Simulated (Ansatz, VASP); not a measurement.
**HgH3 in VASP and in Ansatz**

```
Hg H
1.0
     3.72087    0.00000    0.00000
    -1.86044    3.22237    0.00000
     0.00000    0.00000    3.70761
Hg H
1 3
Cartesian
  0.0000 0.0000 0.0000
  0.0000 2.1482 0.0000
  1.8604 1.0741 0.0000
  0.0000 0.0000 1.8538
```

Alike in both runs: functional PBE; k mesh 6 × 6 × 4; occupations gaussian, width 0.1 eV; no spin polarisation.

Ansatz relaxed the structure, and its values are those at the end. VASP's run is a single point on that final structure, the one shown.

|  | VASP | Ansatz |
| --- | --- | --- |
| version | VASP 6.6.1 | Ansatz 0.2.0 |
| potentials or method | VASP PAW PBE potentials, release 64 (Hg_sv_GW, H), cutoff 550 eV | scalar-relativistic, plane waves, PAW |
| valence electrons in the cell | 23 | 23 |

Ansatz gave:

```
gap on the k mesh at the Fermi level (eV) : none
pressure (GPa)                            : -0.1
```

**Question.** Estimate VASP's values.

**Answer.** gap on the k mesh at the Fermi level (eV): none; pressure (GPa): -0.3.

A gap of «none» marks a metal or a gap that the smearing closes.

The k mesh is coarse, so the values compare programs but aren't converged. Spin-orbit coupling is off throughout.
